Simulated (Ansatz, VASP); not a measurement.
**NbSiO4 in VASP and in Ansatz**

```
Nb Si O
1.0
     3.62711    0.00000    0.00000
    -1.81355    3.14117    0.00000
     0.00000    0.00000    5.06918
Nb Si O
1 1 4
Direct
  0.00000 0.00000 0.00000
  0.00000 0.00000 0.50000
  0.33333 0.66667 0.77427
  0.33333 0.66667 0.22573
  0.66667 0.33333 0.77427
  0.66667 0.33333 0.22573
```

Change from the starting cell: species swapped into the ZrNbB4 type (P6/mmm, No. 191).

Alike in both runs: task relaxation of cell and atoms; functional PBE; k mesh 12 × 12 × 8; occupations gaussian, width 0.1 eV; no spin polarisation.

|  | VASP | Ansatz |
| --- | --- | --- |
| version | VASP 6.6.1 | Ansatz 0.2.0 |
| potentials or method | VASP PAW PBE potentials, release 64 (Nb_sv, Si, O), cutoff 600 eV | scalar-relativistic, plane waves, PAW |
| valence electrons in the cell | 41 | 41 |

VASP gave:

- gap on the k mesh at the Fermi level, each at its own relaxed structure (eV): none
- relaxed volume (Å³/atom): 9.66
- relaxed length of the cell vector where the two differ most in proportion (Å): 5.110

Problem. What did Ansatz give for the same quantities?

Solution. gap on the k mesh at the Fermi level, each at its own relaxed structure (eV): none; relaxed volume (Å³/atom): 9.68; relaxed length of the cell vector where the two differ most in proportion (Å): 5.116.

A gap of «none» marks a metal or a gap that the smearing closes.
